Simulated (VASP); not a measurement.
Here is a VASP 6.6.1 calculation.

File POSCAR:

```
LiF
1.0
    0.0000000000      1.9539244000      1.9539244000
    1.9539244000      0.0000000000      1.9539244000
    1.9539244000      1.9539244000      0.0000000000
Li F
1 1
Direct
    0.0000000000      0.0000000000      0.0000000000
    0.5000000000      0.5000000000      0.5000000000
```

The input INCAR.step1:

```
PREC     = Accurate       # precision mode
ENCUT    = 520            # plane-wave cutoff, eV
ISMEAR   = -1             # smearing method
SIGMA    = 0.02           # smearing width, eV
LREAL    = False          # projectors in reciprocal space
LASPH    = True           # aspherical terms in the spheres
NELM     = 60             # most SCF steps
NBANDS   = 12             # bands
GGA      = PE             # functional
ALGO     = Normal         # electronic algorithm
EDIFF    = 1E-4           # SCF threshold, eV
LWAVE    = True           # write WAVECAR
LCHARG   = False          # write CHGCAR
```

INCAR.step2

```
PREC     = Accurate       # precision mode
ENCUT    = 520            # plane-wave cutoff, eV
EDIFF    = 1E-7           # SCF threshold, eV
ISMEAR   = -1             # smearing method
SIGMA    = 0.02           # smearing width, eV
LREAL    = False          # projectors in reciprocal space
LASPH    = True           # aspherical terms in the spheres
NELM     = 60             # most SCF steps
ALGO     = Normal         # electronic algorithm
ISIF     = 2              # what is computed and relaxed
LWAVE    = False          # write WAVECAR
LCHARG   = False          # write CHGCAR
METAGGA  = R2SCAN         # meta-GGA
LMIXTAU  = True         
NBANDS   = 12             # bands
ISTART   = 1
```

KPOINTS

```
Automatic mesh
0
Gamma
  12 12 12
```

Potentials or basis: VASP PAW PBE potentials, release 64 (Li_sv, F).

The run is started by

```bash
$ cat potpaw_PBE.64/Li_sv/POTCAR potpaw_PBE.64/F/POTCAR > POTCAR
$ cp INCAR.step1 INCAR
$ mpirun -np 1 vasp_std > vasp.out
$ cp INCAR.step2 INCAR
$ mpirun -np 1 vasp_std > vasp.out
```

**Question.** Predict the band gap on the k mesh.

**Answer.** 11.19 eV, direct.

 A k mesh can miss the band edges.
